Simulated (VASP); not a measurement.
Write the native input for VASP 6.6.1 that does the following.

```
Task                   : single point
Functional             : PBE
Potentials or basis    : VASP PAW PBE potentials, release 64 (Be, C, O)
Cutoff                 : 520 eV
k mesh                 : 6 × 6 × 1
Occupations            : gaussian, width 0.1 eV
Spin                   : no spin polarisation
Dipole correction      : yes
Further INCAR settings : LREAL = Auto; ALGO = Normal; EDIFF = 1e-07; NBANDS = 36
```

The structure of Be16CO lies in POSCAR:

```
Be16CO
1.0
    4.5254381410      0.0000000000      0.0000000000
   -2.2627190705      3.9191443934      0.0000000000
    0.0000000000      0.0000000000     23.4761687145
Be C O
16 1 1
Direct
    0.3333333333      0.1666666667      0.1703855535
    0.3333333333      0.6666666667      0.1703855535
    0.8333333333      0.1666666667      0.1703855535
    0.8333333333      0.6666666667      0.1703855535
    0.1666666667      0.3333333333      0.2463521558
    0.1666666667      0.8333333333      0.2463521558
    0.6666666667      0.3333333333      0.2463521558
    0.6666666667      0.8333333333      0.2463521558
    0.3333333333      0.1666666667      0.3241941575
    0.3333333333      0.6666666667      0.3241941575
    0.8333333333      0.1666666667      0.3241941575
    0.8333333333      0.6666666667      0.3241941575
    0.1666666667      0.3333333333      0.4036505628
    0.1666666667      0.8333333333      0.4036505628
    0.6666666667      0.3333333333      0.4036505628
    0.6666666667      0.8333333333      0.4036505628
    0.1666666667      0.3333333333      0.5301618363
    0.3146581520      0.1853418480      0.5301618363
```

One way to write it, as run:

INCAR

```
SYSTEM = Be16CO
  ALGO = Normal
  DIPOL = 0.5 0.5 0.313
  EDIFF = 1E-7
  ENCUT = 520
  GGA = PE
  IDIPOL = 3
  ISIF = 2
  ISMEAR = 0
  LASPH = .TRUE.
  LCHARG = .FALSE.
  LDIPOL = .TRUE.
  LREAL = Auto
  LWAVE = .FALSE.
  NBANDS = 36
  NELM = 80
  PREC = Accurate
  SIGMA = 0.1
```

KPOINTS

```
k-points
0
G
  6 6 1
  0 0 0
```

Potentials or basis: VASP PAW PBE potentials, release 64 (Be, C, O).

Run with:

```sh
$ cat potpaw_PBE.64/Be/POTCAR potpaw_PBE.64/C/POTCAR potpaw_PBE.64/O/POTCAR > POTCAR
$ mpirun -np 1 vasp_std > vasp.out
```

Results of the run:

```
Largest force          : 1.578 eV/Å
Band gap on the k mesh : zero (band 21 reaches -0.72 eV, above the bottom of band 22 at -3.00 eV)
```

Run time: 6.9 min on 1 thread of AMD EPYC 9R45 96-Core Processor (Zen 5), on a shared host, peak memory 0.53 GiB.
